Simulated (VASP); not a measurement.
A run of VASP 6.6.1 is set up as follows.

INCAR

```
  PREC = Accurate
  ENCUT = 600
  EDIFF = 1E-6
  ISMEAR = -1
  SIGMA = 0.05
  LREAL = F
  LASPH = T
  NELM = 100
  ALGO = Normal
  ISIF = 3
  LWAVE = F
  LCHARG = F
  GGA = B5
  ALDAX = 1.0
  AGGAX = 1.0
  AGGAC = 1.0
  ALDAC = 0.0
  IVDW = 12
  VDW_S6 = 1.0
  VDW_S8 = 2.6996
  VDW_A1 = 0.4298
  VDW_A2 = 4.2359
  IBRION = 2
  NSW = 60
  EDIFFG = -0.01
```

File KPOINTS:

```
Automatic mesh
0
Gamma
  8 8 4
```

File POSCAR:

```
Ge
1.0
    3.9975858431      0.0000000000      0.0000000000
   -1.9987929216      3.4620108940      0.0000000000
    0.0000000000      0.0000000000      6.5993779500
Ge
4
Direct
    0.3333333333      0.6666666667      0.9370987500
    0.6666666667      0.3333333333      0.4370987500
    0.3333333333      0.6666666667      0.5629012500
    0.6666666667      0.3333333333      0.0629012500
```

Potentials or basis: VASP PAW PBE potentials, release 64 (Ge_d).

Command:

```sh
$ cat potpaw_PBE.64/Ge_d/POTCAR > POTCAR
$ mpirun -np 1 vasp_std > vasp.out
```

**Question.** Predict the relaxed volume.

**Answer.** 23.53 Å³/atom.

**Question.** What does it give for the relaxed cell?

**Answer.** a = 4.036 Å, b = 4.036 Å, c = 6.669 Å, α = 90.00°, β = 90.00°, γ = 120.00°.

The path:
| step | energy change (eV) | largest force (eV/Å) | pressure (GPa) | volume (Å³) |
| --- | --- | --- | --- | --- |
| 1 | 0.0000 | 0.0388 | 1.80 | 91.33 |
| 2 | -0.0147 | 0.0177 | -0.28 | 94.77 |
| 3 | -0.0155 | 0.0066 | -0.06 | 94.19 |
| 4 | -0.0155 | 0.0044 | 0.05 | 94.09 |
| 5 | -0.0155 | 0.0054 | -0.01 | 94.10 |

Caveat: the PAW data sets were made with another functional, which shifts forces and pressure a little.
